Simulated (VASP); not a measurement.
# NiO: relaxation of shape and atoms at fixed volume with PBE

NiO:

```
CELL_PARAMETERS angstrom
1.48987 0.86018 2.43293
-1.48987 0.86018 2.43293
0.00000 -1.72035 2.43293
ATOMIC_POSITIONS crystal
Ni 0.00000 0.00000 0.00000
O 0.50000 0.50000 0.50000
```

| Quantity | Value |
| --- | --- |
| Program | VASP 6.6.1 |
| Task | relaxation of shape and atoms at fixed volume |
| Functional | PBE |
| Potentials or basis | VASP PAW PBE potentials, release 64 (Ni, O) |
| Cutoff | 600 eV |
| k mesh | 14 × 14 × 14 |
| Occupations | gaussian, width 0.05 eV |
| Spin | no spin polarisation |
| Dipole correction | no |
| Further INCAR settings | ALGO = Normal; EDIFF = 1e-06; IBRION = 2; EDIFFG = -0.01; NSW = 60; ISIF = 4 |

The pressure after relaxing is -7.3 GPa and the band gap on the k mesh is zero (bands 8 and 9 overlap by 2.71 eV).

Final structure:
```
Ni O
1.0
     1.48987    0.86018    2.43293
    -1.48987    0.86018    2.43293
     0.00000   -1.72035    2.43293
Ni O
1 1
Direct
  0.00000 0.00000 0.00000
  0.50000 0.50000 0.50000
```

Levels at points of the mesh, in eV from the Fermi level:
```
           k point  band 5  band 6  band 7  band 8  band 9  band 10  band 11  band 12
(0.00, 0.00, 0.00)   -1.73   -1.73   -1.73   -1.43   -1.43     1.56    17.82    18.96
(0.50, 0.00, 0.00)   -0.95   -0.95   -0.60    1.28    1.28     5.67     9.87    14.10
(0.50, 0.50, 0.00)   -2.65   -1.06   -0.70   -0.70   -0.59     6.33    10.44    12.42
```

Wall time 8.6 s on 1 thread of Intel(R) Xeon(R) 6975P-C (Granite Rapids), with other jobs on the host, peak memory 0.15 GiB.

Caveat: the relaxation stopped at its first step, so nothing moved; the run has no spin polarisation, though such a crystal can be magnetic; semilocal functionals often make such compounds metallic where correlation or magnetic order opens a gap, which also shifts bond lengths. With open d or f shells a metallic result of PBE can be an artefact of self-interaction; +U or a hybrid may open a gap.
